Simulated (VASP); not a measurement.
# Hf3GeRu (Pm-3m) in VASP: notebook

Runs on Hf3GeRu. Level: PBE. Tasks: relaxation of cell and atoms, single point.

Everything below comes from runs of VASP 6.6.1. Logs are shortened: lines on timing, memory, paths and dates and some standing lists are left out, and cuts for length are marked.

**1. The cell of the first run**

It takes space group Pm-3m (No. 221, cubic). The conventional cell has a = 4.201 Å, b = 4.201 Å, c = 4.201 Å, α = 90.00°, β = 90.00°, γ = 90.00°. Within 2.8 Å of Hf (site symmetry 4/mmm) lie 2 Ge at 2.10 Å. Ge (site symmetry m-3m) has 6 Hf at 2.10 Å within 2.8 Å. Ru (site symmetry m-3m) has 12 Hf at 2.97 Å and 8 Ge at 3.64 Å within 3.9 Å.

The cell was generated, and may not be a known phase.

**2. Relaxation of cell and atoms, PBE**

INCAR

```
SYSTEM = Hf3GeRu
PREC     = Accurate       ! precision mode
ENCUT    = 600            ! plane-wave cutoff, eV
EDIFF    = 1E-7           ! SCF threshold, eV
ISMEAR   = 0              ! smearing method
SIGMA    = 0.1            ! smearing width, eV
LREAL    = .FALSE.        ! projectors in reciprocal space
LASPH    = .TRUE.         ! aspherical terms in the spheres
NELM     = 100            ! most SCF steps
ALGO     = Fast           ! electronic algorithm
ISIF     = 3              ! what is computed and relaxed
LWAVE    = .FALSE.        ! write WAVECAR
LCHARG   = .FALSE.        ! write CHGCAR
GGA      = PE             ! functional
IBRION   = 2              ! ionic algorithm
NSW      = 90             ! ionic steps
EDIFFG   = -0.04          ! ionic threshold
```

KPOINTS

```
Automatic mesh
0
G
  4 4 4
  0 0 0
```

POSCAR

```
Hf3GeRu
1.0
    4.2008020600      0.0000000000      0.0000000000
    0.0000000000      4.2008020600      0.0000000000
    0.0000000000      0.0000000000      4.2008020600
Hf Ge Ru
3 1 1
Direct
    0.5000000000      0.0000000000      0.0000000000
    0.0000000000      0.5000000000      0.0000000000
    0.0000000000      0.0000000000      0.5000000000
    0.0000000000      0.0000000000      0.0000000000
    0.5000000000      0.5000000000      0.5000000000
```

Potentials or basis: VASP PAW PBE potentials, release 64 (Hf_pv, Ge_d, Ru_pv).

Started as:

```bash
cat potpaw_PBE.64/Hf_pv/POTCAR potpaw_PBE.64/Ge_d/POTCAR potpaw_PBE.64/Ru_pv/POTCAR > POTCAR
mpirun -np 1 vasp_std > vasp.out
```

OUTCAR:

```text
SYSTEM = Hf3GeRu
   PREC = Accurate
   ENCUT = 600
   EDIFF = 1E-7
   ISMEAR = 0
   LREAL = .FALSE.
   LASPH = .TRUE.
   NELM = 100
   ISIF = 3
   GGA = PE
   IBRION = 2
   NSW = 90
   EDIFFG = -0.04

 ion  position               nearest neighbor table
   1  0.500  0.000  0.000-   4 2.10   4 2.10   2 2.97   5 2.97   3 2.97   5 2.97   2 2.97   5 2.97
                             5 2.97   2 2.97   3 2.97   3 2.97   3 2.97   2 2.97
   2  0.000  0.500  0.000-   4 2.10   4 2.10   1 2.97   5 2.97   3 2.97   5 2.97   1 2.97   3 2.97
                             3 2.97   3 2.97   1 2.97   5 2.97   5 2.97   1 2.97
   3  0.000  0.000  0.500-   4 2.10   4 2.10   1 2.97   5 2.97   1 2.97   2 2.97   2 2.97   2 2.97
                             5 2.97   2 2.97   1 2.97   5 2.97   1 2.97   5 2.97
   4  0.000  0.000  0.000-   1 2.10   2 2.10   3 2.10   3 2.10   2 2.10   1 2.10
   5  0.500  0.500  0.500-   1 2.97   2 2.97   3 2.97   1 2.97   2 2.97   1 2.97   3 2.97   1 2.97
                             2 2.97   3 2.97   2 2.97   3 2.97

  LATTYP: Found a simple cubic cell.
 ALAT       =     4.2008020600

  Lattice vectors:

 A1 = (   4.2008020600,   0.0000000000,   0.0000000000)
 A2 = (   0.0000000000,   4.2008020600,   0.0000000000)
 A3 = (   0.0000000000,   0.0000000000,   4.2008020600)

Analysis of symmetry for initial positions (statically):
=====================================================================
 Subroutine PRICEL returns:
 Original cell was already a primitive cell.

 Routine SETGRP: Setting up the symmetry group for a
 simple cubic supercell.

 Subroutine GETGRP returns: Found 48 space group operations
 (whereof 48 operations were pure point group operations)
 out of a pool of 48 trial point group operations.

The static configuration has the point symmetry O_h .

Analysis of symmetry for dynamics (positions and initial velocities):
=====================================================================
 Subroutine PRICEL returns:
 Original cell was already a primitive cell.

 Routine SETGRP: Setting up the symmetry group for a
 simple cubic supercell.

 Subroutine GETGRP returns: Found 48 space group operations
 (whereof 48 operations were pure point group operations)
 out of a pool of 48 trial point group operations.

The dynamic configuration has the point symmetry O_h .

 Subroutine INISYM returns: Found 48 space group operations
 (whereof 48 operations are pure point group operations),
 and found     1 'primitive' translations

----------------------------------------------------------------------------------------

                                     Primitive cell

  volume of cell :      74.1305

  direct lattice vectors                    reciprocal lattice vectors
     4.200802060  0.000000000  0.000000000     0.238049779  0.000000000  0.000000000
     0.000000000  4.200802060  0.000000000     0.000000000  0.238049779  0.000000000
     0.000000000  0.000000000  4.200802060     0.000000000  0.000000000  0.238049779

  length of vectors
     4.200802060  4.200802060  4.200802060     0.238049779  0.238049779  0.238049779

  position of ions in fractional coordinates (direct lattice)
     0.500000000  0.000000000  0.000000000
     0.000000000  0.500000000  0.000000000
     0.000000000  0.000000000  0.500000000
     0.000000000  0.000000000  0.000000000
     0.500000000  0.500000000  0.500000000

  ion indices of the primitive-cell ions
   primitive index   ion index
                 1           1
                 2           2
                 3           3
                 4           4
                 5           5

----------------------------------------------------------------------------------------

 KPOINTS: Automatic mesh

Automatic generation of k-mesh.
 Grid dimensions read from file:
 generate k-points for:    4    4    4

 Generating k-lattice:

  Cartesian coordinates                     Fractional coordinates (reciprocal lattice)
     0.059512445  0.000000000  0.000000000     0.250000000  0.000000000  0.000000000
     0.000000000  0.059512445  0.000000000     0.000000000  0.250000000  0.000000000
     0.000000000  0.000000000  0.059512445     0.000000000  0.000000000  0.250000000

  Length of vectors
     0.059512445  0.059512445  0.059512445

  Shift w.r.t. Gamma in fractional coordinates (k-lattice)
     0.000000000  0.000000000  0.000000000

 Subroutine IBZKPT returns following result:
 ===========================================

 Found     10 irreducible k-points:

 Following reciprocal coordinates:
            Coordinates               Weight
  0.000000  0.000000  0.000000      1.000000
  0.250000  0.000000  0.000000      6.000000
  0.500000  0.000000  0.000000      3.000000
  0.250000  0.250000  0.000000     12.000000
  0.500000  0.250000  0.000000     12.000000
  0.500000  0.500000  0.000000      3.000000
  0.250000  0.250000  0.250000      8.000000
  0.500000  0.250000  0.250000     12.000000
  0.500000  0.500000  0.250000      6.000000
  0.500000  0.500000  0.500000      1.000000
   k-points           NKPTS =     10   k-points in BZ     NKDIM =     10   number of bands    NBANDS=     34
   number of dos      NEDOS =    301   number of ions     NIONS =      5
   total plane-waves  NPLWV =  46656
   dimension x,y,z NGX =    36 NGY =   36 NGZ =   36
   dimension x,y,z NGXF=    72 NGYF=   72 NGZF=   72
   ions per type =               3   1   1
   NGX,Y,Z   is equivalent  to a cutoff of  14.25, 14.25, 14.25 a.u.
   NGXF,Y,Z  is equivalent  to a cutoff of  28.49, 28.49, 28.49 a.u.
 SYSTEM =  Hf3GeRu
   PREC   = accura    normal or accurate (medium, high low for compatibility)
   ISTART =      0    job   : 0-new  1-cont  2-samecut
   ICHARG =      2    charge: 1-file 2-atom 10-const
   ISPIN  =      1    spin polarized calculation?
   LNONCOLLINEAR =      F non collinear calculations
   LSORBIT =      F    spin-orbit coupling
   LASPH  =      T    aspherical Exc in radial PAW
   ENCUT  =  600.0 eV  44.10 Ry    6.64 a.u.   8.39  8.39  8.39*2*pi/ulx,y,z
   NELM   =    100;   NELMIN=  2; NELMDL= -5     # of ELM steps
   EDIFF  = 0.1E-06   stopping-criterion for ELM
   LREAL  =      F    real-space projection
   EDIFFG = -.4E-01   stopping-criterion for IOM
   NSW    =     90    number of steps for IOM
   IBRION =      2    ionic relax: 0-MD 1-quasi-New 2-CG
   NFREE  =      1    steps in history (QN), initial steepest desc. (CG)
   ISIF   =      3    stress and relaxation
   ISYM   =      2    0-nonsym 1-usesym 2-fastsym
   POTIM  = 0.5000    time-step for ionic-motion
   TEBEG  =    0.0;   TEEND  =   0.0 temperature during run
   PSTRESS=    0.0 pullay stress
   NELECT =      58.0000    total number of electrons
   NUPDOWN=      -1.0000    fix difference up-down
   EMIN   =  10.00;   EMAX   =-10.00  energy-range for DOS
   EFERMI =   0.00;   METHOD = LEGACY
   ISMEAR =     0;   SIGMA  =   0.10  broadening in eV -4-tet -1-fermi 0-gaus
   EFERMI_NEDOS =   21; number of points for ismear=-14 and -15
   IALGO  =     68    algorithm
   IMIX   =      4    mixing-type and parameters
     AMIX     =   0.40;   BMIX     =  1.00
     AMIX_MAG =   1.60;   BMIX_MAG =  1.00
  volume/ion in A,a.u.               =      14.83       100.05
  Fermi-wavevector in a.u.,A,eV,Ry     =   1.508523  2.850695 30.961985  2.275642
  Thomas-Fermi vector in A             =   2.618966
   LORBIT       =      0    0 simple, 1 ext, 2 COOP (PROOUT), +10 PAW based schemes
   GGA     = PE    functional components
   LHFCALC =     F    Hartree Fock is set to
   AEXX    =    0.0000 exact exchange contribution
   IVDW    =     0    specifies the selected vdW correction
   LEPSILON=     F    determine dielectric tensor
   LRPA    =     F    only Hartree local field effects (RPA)
 conjugate gradient relaxation of ions
 non-spin polarized calculation
 RMM-DIIS sequential band-by-band and
 Gauss-broadening in eV      SIGMA  =   0.10
  energy-cutoff  :      600.00
  volume of cell :       74.13
 maximum number of plane-waves:      2517
 NGX is ok and might be reduce to    36
   NGX = 17   NGY = 17   NGZ = 17

--------------------------------------- Ionic step        1  -------------------------------------------

 number of electron      57.9999999 magnetization

 Free energy of the ion-electron system (eV)
  ---------------------------------------------------
  ext. energy  EPLUGINS =         0.00000000
  ---------------------------------------------------
  free energy    TOTEN  =       -29.77102494 eV

  energy without entropy =      -29.73771052  energy(sigma->0) =      -29.75436773

------------------------ aborting loop because EDIFF is reached ----------------------------------------

  FORCE on cell =-STRESS in cart. coord.  units (eV):
  Direction    XX          YY          ZZ          XY          YZ          ZX
  --------------------------------------------------------------------------------------
  -------------------------------------------------------------------------------------
  Total       52.0276832     52.0276832     52.0276832     -0.0000000      0.0000000      0.0000000
  in kB     1124.4714020   1124.4714020   1124.4714020     -0.0000000      0.0000000      0.0000000
  external PRESSURE =    1124.4714020 kB  Pullay stress =       0.0000000 kB
[... 102 lines left out ...]
  energy  without entropy=        6.1278354638  energy(sigma->0) =        6.11424324

--------------------------------------- Ionic step        4  -------------------------------------------

 number of electron      58.0000006 magnetization

 E-fermi :   3.1401     XC(G=0):  -9.7088

 val. band max:        3.1197393628   @ k =   0.2500   0.2500   0.0000
 cond. band min:       3.1988496927   @ k =   0.2500   0.2500   0.2500
 fundamental gap:      0.0791103299
 Fermi energy:         3.1400735760

 k-point     1 :       0.0000    0.0000    0.0000
  band No.  band energies     occupation
      1     -38.9040      2.00000
      2     -38.9040      2.00000
      3     -38.9040      2.00000
      4     -28.9186      2.00000
      5     -28.9186      2.00000
      6     -28.9186      2.00000
[... 512 lines left out ...]
  energy  without entropy=      -39.7797058158  energy(sigma->0) =      -39.80252434

--------------------------------------- Ionic step        8  -------------------------------------------

 number of electron      57.9999983 magnetization

 Free energy of the ion-electron system (eV)
  ---------------------------------------------------
  ext. energy  EPLUGINS =         0.00000000
  ---------------------------------------------------
  free energy    TOTEN  =       -39.82749176 eV

  energy without entropy =      -39.78211870  energy(sigma->0) =      -39.80480523

 E-fermi :   4.5873     XC(G=0): -10.8757

 val. band max:        4.5842766613   @ k =   0.2500   0.0000   0.0000
 cond. band min:       4.5933098006   @ k =   0.5000   0.5000   0.0000
 fundamental gap:      0.0090331393
 Fermi energy:         4.5872801654

 k-point     1 :       0.0000    0.0000    0.0000
  band No.  band energies     occupation
      1     -37.2203      2.00000
      2     -37.2203      2.00000
      3     -37.2203      2.00000
      4     -26.5277      2.00000
      5     -26.5277      2.00000
      6     -26.5277      2.00000
[... 391 lines left out ...]
  FREE ENERGIE OF THE ION-ELECTRON SYSTEM (eV)
  ---------------------------------------------------
  free  energy   TOTEN  =       -39.8274917565 eV

  energy  without entropy=      -39.7821186958  energy(sigma->0) =      -39.80480523

 reached required accuracy - stopping structural energy minimisation
```

Wall time 16 min (1 thread of Intel Xeon Platinum 8488C (Sapphire Rapids), shared host); peak memory 0.23 GiB.

Results:

```yaml
Free_energy: -39.8275 eV
Relaxed_volume: 22.92 Å³/atom
Relaxed_cell: a = 4.858 Å, b = 4.858 Å, c = 4.858 Å, α = 90.00°, β = 90.00°, γ = 90.00°
Space_group_after_relaxing_to_0.1_Å: Pm-3m (No. 221)
Pressure_after_relaxing: 0.1 GPa
Band_gap_on_the_k_mesh: zero (bands 29 and 30 overlap by 0.53 eV)
```

Final structure:
```
Hf Ge Ru
1.0
     4.85759    0.00000    0.00000
     0.00000    4.85759    0.00000
     0.00000    0.00000    4.85759
Hf Ge Ru
3 1 1
Cartesian
  2.4288 0.0000 0.0000
  0.0000 2.4288 0.0000
  0.0000 0.0000 2.4288
  0.0000 0.0000 0.0000
  2.4288 2.4288 2.4288
```

Levels at points of the mesh, in eV from the Fermi level:
```
           k point  band 27  band 28  band 29  band 30  band 31  band 32
(0.00, 0.00, 0.00)    -0.86    -0.03    -0.03    -0.03     1.20     1.21
(0.50, 0.00, 0.00)    -0.49    -0.49    -0.31    -0.24    -0.24     1.64
(0.50, 0.50, 0.00)    -0.74    -0.74    -0.39     0.01     1.10     7.21
(0.50, 0.50, 0.50)    -0.57     0.29     0.29     0.29     1.02     1.02
```

Caveat: the k points lie up to 0.32 Å⁻¹ apart in the final cell, too coarse for converged energies and pressures of a metal; the volume moved by over 15 % at a fixed basis, so the end points are rough; spin-orbit coupling is left out, which moves the levels of the heavy elements.

**3. Single point, PBE**

This run uses another cell than the first one, of 23.07 Å³/atom.

INCAR

```
SYSTEM = Hf3GeRu
  PREC = Accurate
  ENCUT = 520
  EDIFF = 1E-7
  ISMEAR = 0
  SIGMA = 0.1
  LREAL = .FALSE.
  LASPH = .TRUE.
  NELM = 60
  ALGO = Fast
  ISIF = 2
  LWAVE = .FALSE.
  LCHARG = .TRUE.
  GGA = PE
  LELF = .TRUE.
  LVHAR = .TRUE.
  NBANDS = 37
```

KPOINTS

```
Automatic mesh
0
G
  8 8 8
  0 0 0
```

Changes to POSCAR since step 2:

```diff
@@ -2,5 +2,5 @@
 1.0
-    4.2008020600      0.0000000000      0.0000000000
-    0.0000000000      4.2008020600      0.0000000000
-    0.0000000000      0.0000000000      4.2008020600
+    4.8677928058      0.0000000000      0.0000000000
+    0.0000000000      4.8677928058      0.0000000000
+    0.0000000000      0.0000000000      4.8677928058
 Hf Ge Ru
```

Potentials or basis: VASP PAW PBE potentials, release 64 (Hf_pv, Ge_d, Ru_pv).

Started as:

```bash
cat potpaw_PBE.64/Hf_pv/POTCAR potpaw_PBE.64/Ge_d/POTCAR potpaw_PBE.64/Ru_pv/POTCAR > POTCAR
mpirun -np 1 vasp_std > vasp.out
```

Run time: 2.5 min. Hardware: 1 thread of Intel Xeon Platinum 8488C (Sapphire Rapids), shared host; peak memory 0.29 GiB.

Results (log left out):

```yaml
Free_energy: -39.7728 eV
Pressure: -0.4 GPa
Band_gap_on_the_k_mesh: zero (bands 29 and 30 overlap by 0.54 eV)
```

Levels at points of the mesh, in eV from the Fermi level:
```tsv
k point	band 27	band 28	band 29	band 30	band 31	band 32
(0.00, 0.00, 0.00)	-0.85	-0.02	-0.02	-0.02	1.20	1.20
(0.50, 0.00, 0.00)	-0.46	-0.46	-0.31	-0.24	-0.24	1.36
(0.50, 0.50, 0.00)	-0.71	-0.71	-0.39	0.03	1.12	1.12
(0.50, 0.50, 0.50)	-0.57	0.30	0.30	0.30	1.04	1.04
```

Caveat: spin-orbit coupling is left out, which moves the levels of the heavy elements.

(Part 1 of 2 ends here.)
